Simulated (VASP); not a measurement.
Write the native input for VASP 6.6.1 that does the following.

```
Task                   : single point
Functional             : PBE
Potentials or basis    : VASP PAW PBE potentials, release 64 (Si, O)
Cutoff                 : 520 eV
k mesh                 : 4 × 4 × 4
Occupations            : gaussian, width 0.05 eV
Spin                   : no spin polarisation
Dipole correction      : no
Further INCAR settings : ALGO = Normal; EDIFF = 1e-06; NBANDS = 40
```

The structure of Si4O7 (a cell with a defect) lies in POSCAR:

```
Si4O7
1.0
    5.0799801732      0.0000000000      0.0000000000
    0.0000000000      5.0799801732      0.0000000000
    0.0000000000      0.0000000000      7.0914769300
Si O
4 7
Direct
    0.2944292339      0.2944292339      0.0000000000
    0.2055707661      0.7944292339      0.2500000000
    0.7055707661      0.7055707661      0.5000000000
    0.7944292339      0.2055707661      0.7500000000
    0.4053663613      0.7409644515      0.4248320116
    0.7590355485      0.9053663613      0.6748320116
    0.5946336387      0.2590355485      0.9248320116
    0.7409644515      0.4053663613      0.5751679884
    0.9716020069      0.7672023439      0.2954967811
    0.2590355485      0.5946336387      0.0751679884
    0.0946336387      0.2409644515      0.8251679884
```

This cell differs from its parent crystal: atoms taken out, atom 9 moved 0.125 of the way to it and -0.225 Å across, host rigid.

These files were run (other wordings do the same):

INCAR

```
SYSTEM = Si4O7
ALGO = Normal ; EDIFF = 1E-6
ENCUT = 520 ; GGA = PE
ISIF = 2 ; ISMEAR = 0
LASPH = .TRUE. ; LCHARG = .FALSE.
LREAL = .FALSE. ; LWAVE = .FALSE.
NBANDS = 40 ; NELM = 100
PREC = Accurate ; SIGMA = 0.05
```

KPOINTS

```
k-points
0
G
  4 4 4
  0 0 0
```

Potentials or basis: VASP PAW PBE potentials, release 64 (Si, O).

Launch:

```console
$ cat potpaw_PBE.64/Si/POTCAR potpaw_PBE.64/O/POTCAR > POTCAR
$ mpirun -np 1 vasp_std > vasp.out
```

Results of the run:

```json
{
 "Pressure": "11.0 GPa",
 "Largest force": "40.250 eV/Å",
 "Band gap on the k mesh": "2.35 eV"
}
```

Caveat: the cell differs from its parent crystal (atoms taken out, atom 9 moved 0.125 of the way to it and -0.225 Å across, host rigid).

Run time: 3.9 min on 1 thread of Intel(R) Xeon(R) Platinum 8559C (Emerald Rapids) (shared host), peak memory 0.37 GiB.
